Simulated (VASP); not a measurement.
Here is a VASP 6.6.1 calculation.

Contents of INCAR:

```
ALGO     = Normal         # electronic algorithm
EDIFF    = 1E-6           # SCF threshold, eV
EDIFFG   = -0.04          # ionic threshold
ENCUT    = 600            # plane-wave cutoff, eV
GGA      = PE             # functional
IBRION   = 2              # ionic algorithm
ISIF     = 3              # what is computed and relaxed
ISMEAR   = 0              # smearing method
LASPH    = True           # aspherical terms in the spheres
LCHARG   = False          # write CHGCAR
LREAL    = False          # projectors in reciprocal space
LWAVE    = False          # write WAVECAR
NELM     = 100            # most SCF steps
NSW      = 90             # ionic steps
PREC     = Accurate       # precision mode
SIGMA    = 0.1            # smearing width, eV
```

File KPOINTS:

```
k-points
0
Gamma
  4 4 6
```

POSCAR

```
Si2B
1.0
    4.1444332550      0.0000000000      0.0000000000
    0.0000000000      5.0582488041      0.0000000000
    0.0000000000      0.0000000000      3.1576989548
Si B
4 2
Direct
    0.2004000000      0.3787000000      0.0000000000
    0.7996000000      0.6213000000      0.0000000000
    0.7004000000      0.1213000000      0.5000000000
    0.2996000000      0.8787000000      0.5000000000
    0.0000000000      0.0000000000      0.0000000000
    0.5000000000      0.5000000000      0.5000000000
```

Potentials or basis: VASP PAW PBE potentials, release 64 (Si, B).

Run with:

```console
$ cat potpaw_PBE.64/Si/POTCAR potpaw_PBE.64/B/POTCAR > POTCAR
$ mpirun -np 1 vasp_std > vasp.out
```

Question: Estimate the band gap on the k mesh.

Answer: Zero (bands 11 and 12 overlap by 5.03 eV).

Question: Predict the space group after relaxing (to 0.1 Å).

Answer: Pnnm (No. 58).

Question: Estimate the relaxed cell.

Answer: a = 4.417 Å, b = 5.208 Å, c = 3.215 Å, α = 90.00°, β = 90.00°, γ = 90.00°.

Forces in eV/Å, atoms in the order of the input:
```
Si  -0.017 -0.026  0.000
Si   0.017  0.026  0.000
Si  -0.017  0.026  0.000
Si   0.017 -0.026  0.000
B    0.000  0.000  0.000
B    0.000  0.000  0.000
```

Caveat: the k points lie up to 0.36 Å⁻¹ apart in the final cell, too coarse for converged energies and pressures of a metal.
